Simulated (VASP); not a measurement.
Input of a VASP 6.6.1 run:

File INCAR:

```
SYSTEM = Pd
PREC = Accurate ; ENCUT = 500
EDIFF = 1E-6 ; ISMEAR = 0
SIGMA = 0.1 ; LREAL = .FALSE.
LASPH = .TRUE. ; NELM = 120
ALGO = Normal ; ISIF = 2
LWAVE = .FALSE. ; LCHARG = .FALSE.
GGA = PE ; NBANDS = 11
GGA_COMPAT = .FALSE.
```

KPOINTS

```
regular mesh
0
G
  8 8 8
  0 0 0
```

The input POSCAR:

```
Pd
1.0
    0.0000000000      1.9741749792      1.9741749792
    1.9741749792      0.0000000000      1.9741749792
    1.9741749792      1.9741749792      0.0000000000
Pd
1
Direct
    0.0000000000      0.0000000000      0.0000000000
```

Potentials or basis: VASP PAW PBE potentials, release 64 (Pd).

Run with:

```sh
$ cat potpaw_PBE.64/Pd/POTCAR > POTCAR
$ mpirun -np 1 vasp_std > vasp.out
```

(1) Predict the band gap on the k mesh.

(2) Estimate the pressure.

## Answers

(1) zero (band 5 reaches 9.39 eV, above the bottom of band 6 at 7.91 eV).

(2) -0.2 GPa.
